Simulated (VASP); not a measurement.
Input of a VASP 6.6.1 run:

File INCAR:

```
SYSTEM = Bi
ALGO = Fast
EDIFF = 1E-6
ENCUT = 520
GGA = PS
ISIF = 2
ISMEAR = -1
IVDW = 12
LASPH = .TRUE.
LCHARG = .FALSE.
LREAL = .FALSE.
LWAVE = .FALSE.
NBANDS = 22
NELM = 60
PREC = Accurate
SIGMA = 0.05
```

KPOINTS

```
k-points
0
G
  8 8 4
  0 0 0
```

File POSCAR:

```
Bi
1.0
    3.2757561872      0.0000000000      0.0214038817
    0.0000000000      3.2044803996      0.0000000000
   -0.0387930018      0.0000000000      5.9156770884
Bi
2
Direct
    0.6913576109      0.0000000000      0.7499967902
    0.3086423891      0.0000000000      0.2500032098
```

Potentials or basis: VASP PAW PBE potentials, release 64 (Bi_d).

Command:

```sh
$ cat potpaw_PBE.64/Bi_d/POTCAR > POTCAR
$ mpirun -np 1 vasp_std > vasp.out
```

(1) Estimate the dispersion energy per atom.

(2) What does it give for the pressure?

(3) Estimate the band gap on the k mesh.

## Answers

(1) -0.524 eV.

(2) -0.3 GPa.

(3) zero (bands 15 and 16 overlap by 6.02 eV).

Caveat: three body term missing; the PAW data sets were made with another functional, which shifts forces and pressure a little; spin-orbit coupling is left out, which moves the levels of the heavy elements.
